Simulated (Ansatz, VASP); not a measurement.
# BaS in VASP and in Ansatz

```
Ba S
1.0
     0.00000    3.51614    3.51614
     3.51614    0.00000    3.51614
     3.51614    3.51614    0.00000
Ba S
1 1
Direct
  0.00000 0.00000 0.00000
  0.25000 0.25000 0.25000
```

Alike in both runs: task single point; functional PBE; k mesh 9 × 9 × 9; occupations fermi-dirac, width 0.08 eV; no spin polarisation.

|  | VASP | Ansatz |
| --- | --- | --- |
| version | VASP 6.6.1 | Ansatz 0.2.0 |
| potentials or method | VASP PAW PBE potentials, release 64 (Ba_sv, S), cutoff 520 eV | all-electron LAPW, non-relativistic |

```csv
,VASP,Ansatz,Ansatz less VASP
gap on the k mesh at the Fermi level (eV),2.79,3.04,+0.244
pressure (GPa),0.5,0.1,-0.35
```

Ansatz ran all-electron here, and VASP with PAW potentials.

Neither program's run includes spin-orbit coupling.
